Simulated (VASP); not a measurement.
**TiB2: single point with LDA**

TiB2:

```
CELL_PARAMETERS angstrom
2.99410 0.00000 0.00000
-1.49705 2.59297 0.00000
0.00000 0.00000 3.15987
ATOMIC_POSITIONS crystal
Ti 0.00000 0.00000 0.00000
B 0.33333 0.66667 0.50000
B 0.66667 0.33333 0.50000
```

```json
{
 "Program": "VASP 6.6.1",
 "Task": "single point",
 "Functional": "LDA",
 "Potentials or basis": "VASP PAW LDA potentials, release 64 (Ti_sv, B)",
 "Cutoff": "500 eV",
 "k mesh": "12 × 12 × 10",
 "Occupations": "fermi-dirac, width 0.1 eV",
 "Spin": "no spin polarisation",
 "Dipole correction": "no",
 "Further INCAR settings": "ALGO = Normal; EDIFF = 1e-06; NBANDS = 16"
}
```

| Item | Value |
| --- | --- |
| Pressure | 0.6 GPa |
| Band gap on the k mesh | zero (bands 9 and 10 overlap by 0.56 eV) |

Levels at points of the mesh, in eV from the Fermi level:
| k point | band 5 | band 6 | band 7 | band 8 | band 9 | band 10 | band 11 | band 12 | band 13 | band 14 |
| --- | --- | --- | --- | --- | --- | --- | --- | --- | --- | --- |
| (0.00, 0.00, 0.00) | -13.52 | -2.75 | -2.75 | -2.20 | -2.16 | 2.01 | 2.01 | 3.91 | 3.91 | 5.92 |
| (0.50, 0.00, 0.00) | -9.47 | -9.11 | -3.31 | -3.27 | -2.38 | 1.43 | 2.87 | 3.40 | 3.57 | 7.87 |
| (0.00, 0.00, 0.50) | -11.40 | -7.69 | -0.57 | -0.57 | -0.25 | -0.25 | 0.44 | 0.44 | 1.84 | 6.63 |
| (0.50, 0.00, 0.50) | -9.78 | -7.47 | -4.82 | -3.95 | -3.07 | 2.69 | 3.08 | 4.88 | 4.89 | 5.76 |

Wall time 55 s on 1 thread of AMD EPYC 7R13, with other jobs on the host, peak memory 0.13 GiB.
